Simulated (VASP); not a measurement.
# Zn7S8 (a cell with a defect) in VASP: relaxation of the atoms with PBE

Aim: the relaxation of the atoms of Zn7S8 (a cell with a defect) with PBE.

Everything below comes from runs of VASP 6.6.1. Logs are shortened: lines on timing, memory, paths and dates and some standing lists are left out, and cuts for length are marked.

### 1 The cell of the first run

The cell holds a defect, 15 atoms: a = 7.697 Å, b = 7.697 Å, c = 7.697 Å, α = 60.00°, β = 60.00°, γ = 60.00°.

### 2 Relaxation of the atoms, PBE (atoms taken out)

INCAR reads:

```
PREC = Accurate
ENCUT = 520
EDIFF = 1E-6
ISMEAR = 0
SIGMA = 0.01
LREAL = Auto
LASPH = True
NELM = 60
ALGO = Fast
ISIF = 2
LWAVE = False
LCHARG = False
GGA = PE
IBRION = 2
NSW = 65
EDIFFG = -0.025
```

KPOINTS reads:

```
regular mesh
0
Gamma
  2 2 2
```

POSCAR reads:

```
Zn7S8
1.0
    0.0000000000      5.4423087610     -5.4423087610
    5.4423087610      5.4423087610      0.0000000000
    5.4423087610      0.0000000000     -5.4423087610
Zn S
7 8
Direct
    0.0030044070     -0.0036777240      0.0018473997
    0.4954524313      0.5039294873      0.0051355458
    0.4987720639     -0.0037268230      0.0018601117
    0.0031117672      0.5006376381      0.4975396236
    0.0064245791     -0.0070612371      0.4942505813
    0.4987695372      0.5005835840      0.4975799578
    0.5009116078     -0.0015544606      0.4997277151
    0.1278585523      0.1217157910      0.1225110046
    0.1237045361      0.6254265904      0.1266616183
    0.6253055851      0.1257363368      0.1235916174
    0.6242115897      0.6253748398      0.1266799765
    0.1248161335      0.1229000530      0.6241233293
    0.1278873260      0.6212127503      0.6230675097
    0.6281785989      0.1228594694      0.6241418957
    0.6253709926      0.6223254572      0.6269713201
```

Potentials or basis: VASP PAW PBE potentials, release 64 (Zn, S).

The run is started by

```
> cat potpaw_PBE.64/Zn/POTCAR potpaw_PBE.64/S/POTCAR > POTCAR
> mpirun -np 1 vasp_std > vasp.out
```

OUTCAR:

```text
PREC = Accurate
   ENCUT = 520
   EDIFF = 1E-6
   ISMEAR = 0
   LREAL = Auto
   LASPH = True
   NELM = 60
   ISIF = 2
   GGA = PE
   IBRION = 2
   NSW = 65
   EDIFFG = -0.025

 ion  position               nearest neighbor table
   1  0.003  0.996  0.002-   9 2.33   8 2.33  10 2.37  12 2.37
   2  0.495  0.504  0.005-   9 2.34  11 2.34  15 2.38  10 2.38
   3  0.499  0.996  0.002-  11 2.33   8 2.33  14 2.37  10 2.37
   4  0.003  0.501  0.498-   9 2.33  13 2.33  12 2.37  15 2.37
   5  0.006  0.993  0.494-  13 2.34   8 2.34  12 2.38  14 2.38
   6  0.499  0.501  0.498-  13 2.33  11 2.33  14 2.37  15 2.37
   7  0.501  0.998  0.500-  14 2.36  12 2.36  15 2.36  10 2.36
   8  0.128  0.122  0.123-   1 2.33   3 2.33   5 2.34
   9  0.124  0.625  0.127-   4 2.33   1 2.33   2 2.34
  10  0.625  0.126  0.124-   7 2.36   1 2.37   3 2.37   2 2.38
  11  0.624  0.625  0.127-   3 2.33   6 2.33   2 2.34
  12  0.125  0.123  0.624-   7 2.36   1 2.37   4 2.37   5 2.38
  13  0.128  0.621  0.623-   4 2.33   6 2.33   5 2.34
  14  0.628  0.123  0.624-   7 2.36   3 2.37   6 2.37   5 2.38
  15  0.625  0.622  0.627-   7 2.36   6 2.37   4 2.37   2 2.38

  LATTYP: Found a face centered cubic cell.
 ALAT       =    10.8846175220

  Lattice vectors:

 A1 = (   0.0000000000,   5.4423087610,  -5.4423087610)
 A2 = (   5.4423087610,   5.4423087610,   0.0000000000)
 A3 = (   5.4423087610,   0.0000000000,  -5.4423087610)

Analysis of symmetry for initial positions (statically):
=====================================================================
 Subroutine PRICEL returns:
 Original cell was already a primitive cell.

 Routine SETGRP: Setting up the symmetry group for a
 face centered cubic supercell.

 Subroutine GETGRP returns: Found  1 space group operations
 (whereof  1 operations were pure point group operations)
 out of a pool of 48 trial point group operations.

The static configuration has the point symmetry C_1 .

Analysis of symmetry for dynamics (positions and initial velocities):
=====================================================================
 Subroutine PRICEL returns:
 Original cell was already a primitive cell.

 Routine SETGRP: Setting up the symmetry group for a
 face centered cubic supercell.

 Subroutine GETGRP returns: Found  1 space group operations
 (whereof  1 operations were pure point group operations)
 out of a pool of 48 trial point group operations.

The dynamic configuration has the point symmetry C_1 .

 Subroutine INISYM returns: Found  1 space group operations
 (whereof  1 operations are pure point group operations),
 and found     1 'primitive' translations

----------------------------------------------------------------------------------------

                                     Primitive cell

  volume of cell :     322.3885

  direct lattice vectors                    reciprocal lattice vectors
     0.000000000  5.442308761 -5.442308761    -0.091872773  0.091872773 -0.091872773
     5.442308761  5.442308761  0.000000000     0.091872773  0.091872773  0.091872773
     5.442308761  0.000000000 -5.442308761     0.091872773 -0.091872773 -0.091872773

  length of vectors
     7.696586860  7.696586860  7.696586860     0.159128311  0.159128311  0.159128311

  position of ions in fractional coordinates (direct lattice)
     0.003004407  0.996322276  0.001847400
     0.495452431  0.503929487  0.005135546
     0.498772064  0.996273177  0.001860112
     0.003111767  0.500637638  0.497539624
     0.006424579  0.992938763  0.494250581
     0.498769537  0.500583584  0.497579958
     0.500911608  0.998445539  0.499727715
     0.127858552  0.121715791  0.122511005
     0.123704536  0.625426590  0.126661618
     0.625305585  0.125736337  0.123591617
     0.624211590  0.625374840  0.126679977
     0.124816133  0.122900053  0.624123329
     0.127887326  0.621212750  0.623067510
     0.628178599  0.122859469  0.624141896
     0.625370993  0.622325457  0.626971320

  ion indices of the primitive-cell ions
   primitive index   ion index
                 1           1
                 2           2
                 3           3
                 4           4
                 5           5
                 6           6
                 7           7
                 8           8
                 9           9
                10          10
                11          11
                12          12
                13          13
                14          14
                15          15

----------------------------------------------------------------------------------------

 KPOINTS: regular mesh

Automatic generation of k-mesh.
 Grid dimensions read from file:
 generate k-points for:    2    2    2

 Generating k-lattice:

  Cartesian coordinates                     Fractional coordinates (reciprocal lattice)
    -0.045936387  0.045936387 -0.045936387     0.500000000  0.000000000  0.000000000
     0.045936387  0.045936387  0.045936387     0.000000000  0.500000000  0.000000000
     0.045936387 -0.045936387 -0.045936387     0.000000000  0.000000000  0.500000000

  Length of vectors
     0.079564156  0.079564156  0.079564156

  Shift w.r.t. Gamma in fractional coordinates (k-lattice)
     0.000000000  0.000000000  0.000000000

 Subroutine IBZKPT returns following result:
 ===========================================

 Found      8 irreducible k-points:

 Following reciprocal coordinates:
            Coordinates               Weight
  0.000000  0.000000  0.000000      1.000000
  0.500000  0.000000  0.000000      1.000000
  0.000000  0.500000  0.000000      1.000000
  0.000000  0.000000  0.500000      1.000000
  0.500000  0.500000  0.500000      1.000000
  0.500000  0.500000  0.000000      1.000000
  0.000000  0.500000  0.500000      1.000000
  0.500000  0.000000  0.500000      1.000000
   k-points           NKPTS =      8   k-points in BZ     NKDIM =      8   number of bands    NBANDS=     79
   number of dos      NEDOS =    301   number of ions     NIONS =     15
   total plane-waves  NPLWV = 216000
   dimension x,y,z NGX =    60 NGY =   60 NGZ =   60
   dimension x,y,z NGXF=   120 NGYF=  120 NGZF=  120
   ions per type =               7   8
   NGX,Y,Z   is equivalent  to a cutoff of  12.96, 12.96, 12.96 a.u.
   NGXF,Y,Z  is equivalent  to a cutoff of  25.92, 25.92, 25.92 a.u.
 SYSTEM =  unknown system
   PREC   = accura    normal or accurate (medium, high low for compatibility)
   ISTART =      0    job   : 0-new  1-cont  2-samecut
   ICHARG =      2    charge: 1-file 2-atom 10-const
   ISPIN  =      1    spin polarized calculation?
   LNONCOLLINEAR =      F non collinear calculations
   LSORBIT =      F    spin-orbit coupling
   LASPH  =      T    aspherical Exc in radial PAW
   ENCUT  =  520.0 eV  38.22 Ry    6.18 a.u.  14.31 14.31 14.31*2*pi/ulx,y,z
   NELM   =     60;   NELMIN=  2; NELMDL= -5     # of ELM steps
   EDIFF  = 0.1E-05   stopping-criterion for ELM
   LREAL  =      T    real-space projection
   EDIFFG = -.3E-01   stopping-criterion for IOM
   NSW    =     65    number of steps for IOM
   IBRION =      2    ionic relax: 0-MD 1-quasi-New 2-CG
   NFREE  =      1    steps in history (QN), initial steepest desc. (CG)
   ISIF   =      2    stress and relaxation
   ISYM   =      2    0-nonsym 1-usesym 2-fastsym
   POTIM  = 0.5000    time-step for ionic-motion
   TEBEG  =    0.0;   TEEND  =   0.0 temperature during run
   PSTRESS=    0.0 pullay stress
   NELECT =     132.0000    total number of electrons
   NUPDOWN=      -1.0000    fix difference up-down
   EMIN   =  10.00;   EMAX   =-10.00  energy-range for DOS
   EFERMI =   0.00;   METHOD = LEGACY
   ISMEAR =     0;   SIGMA  =   0.01  broadening in eV -4-tet -1-fermi 0-gaus
   EFERMI_NEDOS =   21; number of points for ismear=-14 and -15
   IALGO  =     68    algorithm
   IMIX   =      4    mixing-type and parameters
     AMIX     =   0.40;   BMIX     =  1.00
     AMIX_MAG =   1.60;   BMIX_MAG =  1.00
  volume/ion in A,a.u.               =      21.49       145.04
  Fermi-wavevector in a.u.,A,eV,Ry     =   1.215644  2.297233 20.106548  1.477790
  Thomas-Fermi vector in A             =   2.351024
   LORBIT       =      0    0 simple, 1 ext, 2 COOP (PROOUT), +10 PAW based schemes
   GGA     = PE    functional components
   LHFCALC =     F    Hartree Fock is set to
   AEXX    =    0.0000 exact exchange contribution
   IVDW    =     0    specifies the selected vdW correction
   LEPSILON=     F    determine dielectric tensor
   LRPA    =     F    only Hartree local field effects (RPA)
 conjugate gradient relaxation of ions
 non-spin polarized calculation
 RMM-DIIS sequential band-by-band and
 Gauss-broadening in eV      SIGMA  =   0.01
  energy-cutoff  :      520.00
  volume of cell :      322.39
 maximum number of plane-waves:      8694
 NGX is ok and might be reduce to    60
   NGX = 29   NGY = 29   NGZ = 29

--------------------------------------- Ionic step        1  -------------------------------------------

 number of electron     132.0000000 magnetization

 Free energy of the ion-electron system (eV)
  ---------------------------------------------------
  ext. energy  EPLUGINS =         0.00000000
  ---------------------------------------------------
  free energy    TOTEN  =       -49.50537323 eV

  energy without entropy =      -49.50003867  energy(sigma->0) =      -49.50270595

------------------------ aborting loop because EDIFF is reached ----------------------------------------

  FORCE on cell =-STRESS in cart. coord.  units (eV):
  Direction    XX          YY          ZZ          XY          YZ          ZX
  --------------------------------------------------------------------------------------
  -------------------------------------------------------------------------------------
  Total       -2.0725642     -2.0302839     -2.0269275     -0.0018457      0.0012698     -0.0028386
  in kB      -10.3000434    -10.0899224    -10.0732420     -0.0091724      0.0063103     -0.0141069
  external PRESSURE =     -10.1544026 kB  Pullay stress =       0.0000000 kB
[... 279 lines left out ...]
  energy  without entropy=      -49.5047914660  energy(sigma->0) =      -49.50744534

--------------------------------------- Ionic step        7  -------------------------------------------

 number of electron     131.9999974 magnetization

 Free energy of the ion-electron system (eV)
  ---------------------------------------------------
  ext. energy  EPLUGINS =         0.00000000
  ---------------------------------------------------
  free energy    TOTEN  =       -49.51025796 eV

  energy without entropy =      -49.50493417  energy(sigma->0) =      -49.50759606

 E-fermi :   1.3661     XC(G=0):  -9.2177

 val. band max:        1.1612430132   @ k =   0.5000   0.5000   0.0000
 cond. band min:       1.3673224880   @ k =   0.0000   0.0000   0.5000
 fundamental gap:      0.2060794748
 Fermi energy:         1.3660732931

 k-point     1 :       0.0000    0.0000    0.0000
  band No.  band energies     occupation
      1     -11.3696      2.00000
      2     -10.5404      2.00000
      3     -10.5399      2.00000
      4     -10.5396      2.00000
      5     -10.4115      2.00000
      6     -10.1622      2.00000
[... 637 lines left out ...]
     77       7.3702      0.00000
     78       7.4920      0.00000
 [bands above 78 left out]

------------------------ aborting loop because EDIFF is reached ----------------------------------------

  FORCE on cell =-STRESS in cart. coord.  units (eV):
  Direction    XX          YY          ZZ          XY          YZ          ZX
  --------------------------------------------------------------------------------------
  -------------------------------------------------------------------------------------
  Total       -2.5089524     -2.3502845     -2.3473305      0.0062611     -0.0007098      0.0015483
  in kB      -12.4687660    -11.6802328    -11.6655520      0.0311158     -0.0035277      0.0076944
  external PRESSURE =     -11.9381836 kB  Pullay stress =       0.0000000 kB
[... 30 lines left out ...]
  FREE ENERGIE OF THE ION-ELECTRON SYSTEM (eV)
  ---------------------------------------------------
  free  energy   TOTEN  =       -49.5102579554 eV

  energy  without entropy=      -49.5049341689  energy(sigma->0) =      -49.50759606

 reached required accuracy - stopping structural energy minimisation
```

Wall time 38 min (1 thread of Oxide Virtual Turin-like, shared host); peak memory 0.55 GiB.

What came out:

```yaml
Free_energy: -49.5103 eV
Energy_gained_by_relaxing: 0.3 meV/atom
Ionic_steps: 7
Pressure_after_relaxing: -1.2 GPa
Largest_force_after_relaxing: 0.018 eV/Å
Band_gap_on_the_k_mesh: zero (bands 66 and 67 overlap by 0.45 eV)
```

Forces in eV/Å, atoms in the order of the input:
```
Zn   0.000  0.000 -0.005
Zn  -0.016  0.000  0.000
Zn   0.000 -0.003  0.000
Zn   0.000  0.002  0.000
Zn   0.018  0.000  0.000
Zn   0.000 -0.001  0.002
Zn   0.000  0.000  0.000
S    0.004 -0.005 -0.005
S   -0.005  0.006 -0.006
S   -0.003 -0.003 -0.003
S   -0.004 -0.006  0.007
S    0.003  0.003 -0.002
S    0.003  0.006  0.007
S    0.003 -0.002  0.002
S   -0.004  0.003  0.002
```

The path:
```
step  energy change (eV)  largest force (eV/Å)  pressure (GPa)
   1              0.0000                0.0839           -1.02
   2             -0.0018                0.0607           -1.05
   3             -0.0036                0.0420           -1.11
   4             -0.0043                0.0301           -1.15
   5             -0.0047                0.0270           -1.19
   6             -0.0047                0.0263           -1.19
   7             -0.0049                0.0184           -1.19
```

Final structure:
```
Zn S
1.0
     0.00000    5.44231   -5.44231
     5.44231    5.44231    0.00000
     5.44231    0.00000   -5.44231
Zn S
7 8
Direct
  0.00441 0.99495 0.00320
  0.49502 0.50433 0.00560
  0.49740 0.99492 0.00322
  0.00448 0.50199 0.49614
  0.00685 0.99252 0.49379
  0.49743 0.50196 0.49616
  0.50092 0.99842 0.49975
  0.12621 0.12446 0.12310
  0.12430 0.62380 0.12500
  0.62571 0.12507 0.12347
  0.62690 0.62377 0.12501
  0.12463 0.12330 0.62454
  0.12621 0.62179 0.62581
  0.62754 0.12327 0.62455
  0.62577 0.62215 0.62633
```

Caveat: the k points lie up to 0.50 Å⁻¹ apart; the cell differs from its parent crystal (atoms taken out).
